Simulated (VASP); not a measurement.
A run of VASP 6.6.1 is set up as follows.

The input INCAR:

```
SYSTEM = Hf5S3
PREC = Accurate
ENCUT = 600
EDIFF = 1E-6
ISMEAR = 0
SIGMA = 0.2
LREAL = .FALSE.
LASPH = .TRUE.
NELM = 80
ALGO = Normal
ISIF = 3
LWAVE = .FALSE.
LCHARG = .FALSE.
GGA = PE
IBRION = 2
NSW = 36
EDIFFG = -0.08
```

Contents of KPOINTS:

```
regular mesh
0
G
  5 5 2
  0 0 0
```

File POSCAR:

```
Hf5S3
1.0
    3.4378432600      0.0000000000      0.0000000000
    0.0000000000      3.4378432600      0.0000000000
    0.0000000000      0.0000000000     13.6133461100
Hf S
5 3
Direct
    0.0000000000      0.0000000000      0.8732289100
    0.0000000000      0.0000000000      0.1267710900
    0.0000000000      0.0000000000      0.3748377300
    0.0000000000      0.0000000000      0.6251622700
    0.5000000000      0.5000000000      0.0000000000
    0.5000000000      0.5000000000      0.2499350300
    0.5000000000      0.5000000000      0.5000000000
    0.5000000000      0.5000000000      0.7500649700
```

Potentials or basis: VASP PAW PBE potentials, release 64 (Hf_pv, S).

Run with:

```bash
$ cat potpaw_PBE.64/Hf_pv/POTCAR potpaw_PBE.64/S/POTCAR > POTCAR
$ mpirun -np 1 vasp_std > vasp.out
```

(1) What does it give for the relaxed cell?

(2) Predict the band gap on the k mesh.

(3) What does it give for the space group after relaxing (to 0.1 Å)?

Answers

(1) a = 3.188 Å, b = 3.188 Å, c = 14.187 Å, α = 90.00°, β = 90.00°, γ = 90.00°.

(2) zero (bands 34 and 35 overlap by 0.96 eV).

(3) P4/mmm (No. 123).

Caveat: the k points lie up to 0.39 Å⁻¹ apart in the final cell, too coarse for converged energies and pressures of a metal; spin-orbit coupling is left out, which moves the levels of the heavy elements.
